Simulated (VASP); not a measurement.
Crystal: ZrS2.

```
Zr S
1.0
     3.69138    0.00000    0.00000
    -1.84569    3.19683    0.00000
     0.00000    0.00000    6.04108
Zr S
1 2
Direct
  0.00000 0.00000 0.00000
  0.66667 0.33333 0.76209
  0.33333 0.66667 0.23791
```

Base run:

```yaml
Program: VASP 6.6.1
Functional: PBEsol
Dispersion: D3(BJ)
Potentials_or_basis: VASP PAW PBE potentials, release 64 (Zr_sv, S)
Cutoff: 500 eV
k_mesh: 6 × 6 × 4
Occupations: gaussian, width 0.1 eV
Spin: no spin polarisation
```

Its results: band gap on the k mesh 1.00 eV (least direct gap 1.58 eV); pressure -4.5 GPa; largest force 0.127 eV/Å.

Problem. After a change of settings the same cell gave: band gap on the k mesh 1.07 eV (least direct gap 1.64 eV); pressure -1.9 GPa; largest force 0.056 eV/Å. Which change was it?
A. functional from PBEsol to PBE
B. functional from PBEsol to BLYP; dispersion from D3(BJ) to none
C. functional from PBEsol to PBE; dispersion from D3(BJ) to none

Solution. A.

PBE binds less tightly than PBEsol, so the same cell stands under more pressure.

Caveats: the cell stands under tension (at least some runs); the PAW data sets were made with another functional, which shifts forces and pressure a little (at least some runs); three body term missing (at least some runs).
